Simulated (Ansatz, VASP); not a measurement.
# Sb2S: VASP beside Ansatz

```
CELL_PARAMETERS angstrom
-2.58381 2.58381 3.05122
2.58381 -2.58381 3.05122
2.58381 2.58381 -3.05122
ATOMIC_POSITIONS crystal
Sb 0.25000 0.75000 0.50000
Sb 0.75000 0.25000 0.50000
S 0.00000 0.00000 0.00000
```

Change from the starting cell: species swapped into the HfH2 type (I4/mmm, No. 139).

Alike in both runs: functional PBE; k mesh 6 × 6 × 6; occupations gaussian, width 0.1 eV; no spin polarisation.

Ansatz relaxed the structure, and its values are those at the end. VASP's run is a single point on that final structure, the one shown.

|  | VASP | Ansatz |
| --- | --- | --- |
| version | VASP 6.6.1 | Ansatz 0.2.0 |
| potentials or method | VASP PAW PBE potentials, release 64 (Sb, S), cutoff 520 eV | scalar-relativistic, plane waves, PAW |
| valence electrons in the cell | 16 | 36 |

Ansatz gave:

```
gap on the k mesh at the Fermi level (eV) : none
pressure (GPa)                            : 0.0
```

**Question.** Which values does VASP return?

**Answer.** gap on the k mesh at the Fermi level (eV): none; pressure (GPa): -0.2.

A gap of «none» marks a metal or a gap that the smearing closes. With one functional, cell and mesh, what is left measures potentials, basis and numerics. VASP's potentials hold 16 valence electrons a cell and Ansatz's 36, so a difference there can come from the potentials and not from the codes.

Spin-orbit coupling is off throughout.
